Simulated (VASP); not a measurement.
Input of a VASP 6.6.1 run:

File INCAR:

```
SYSTEM = Al
PREC = Accurate
ENCUT = 520
EDIFF = 1E-6
ISMEAR = 0
SIGMA = 0.05
LREAL = Auto
LASPH = .TRUE.
NELM = 80
ALGO = Normal
ISIF = 2
LWAVE = .FALSE.
LCHARG = .TRUE.
GGA = PE
IVDW = 12
LELF = .TRUE.
LVHAR = .TRUE.
NBANDS = 72
```

KPOINTS

```
Automatic mesh
0
G
  3 3 3
  0 0 0
```

File POSCAR:

```
Al
1.0
    8.1000000000      0.0000000000      0.0000000000
    0.0000000000      8.1000000000      0.0000000000
    0.0000000000      0.0000000000      8.1000000000
Al
33
Direct
    0.5011056790     -0.0049706173     -0.0007546914
    0.7401055556      0.2494267901     -0.0074924691
    0.7467193827     -0.0030528395      0.2487571605
   -0.0019306173     -0.0222837037     -0.0150979012
    0.2645323457      0.2494643210     -0.0116492593
    0.5003737037      0.4988492593      0.0025851852
    0.7456849383      0.7440830864      0.0060409877
    0.2565000000     -0.0067825926      0.2475500000
    0.4976186420      0.2463938272      0.2442669136
    0.7420280247      0.4969596296      0.2527807407
    0.4993324691     -0.0048671605      0.4990120988
    0.7112396296      0.2414329630      0.5079200000
    0.7461582716      0.0004595062      0.7495149383
   -0.0006366667      0.4991764198      0.0017576543
    0.2539275309      0.7444232099      0.0057270370
    0.0088027160      0.2070143210      0.1676466667
    0.2503511111      0.4955946914      0.2545630864
    0.5004588889      0.7469264198      0.2508190123
    0.0001572840     -0.0013819753      0.4977065432
    0.2752717284      0.2440886420      0.5054682716
    0.4977456790      0.5052198765      0.5037508642
    0.7389188889      0.7577065432      0.5004487654
    0.2530929630      0.0001871605      0.7498646914
    0.4992376543      0.2511611111      0.7552428395
    0.7474479012      0.5011412346      0.7525229630
   -0.0006566667      0.7494428395      0.2494438272
    0.0092020988      0.5875767901      0.5419704938
    0.2663602469      0.7621845679      0.5005108642
    0.0002097531      0.2525692593      0.7513718519
    0.2559100000      0.5024306173      0.7564670370
    0.5012379012      0.7506022222      0.7553456790
   -0.0020198765      0.7643554321      0.7754672840
   -0.0130272840      0.3334227160      0.4202627160
```

Potentials or basis: VASP PAW PBE potentials, release 64 (Al).

The run is started by

```bash
$ cat potpaw_PBE.64/Al/POTCAR > POTCAR
$ mpirun -np 1 vasp_std > vasp.out
```

(1) Predict the largest force.

(2) What does it give for the pressure?

## Answers

(1) 0.826 eV/Å.

(2) 1.5 GPa.
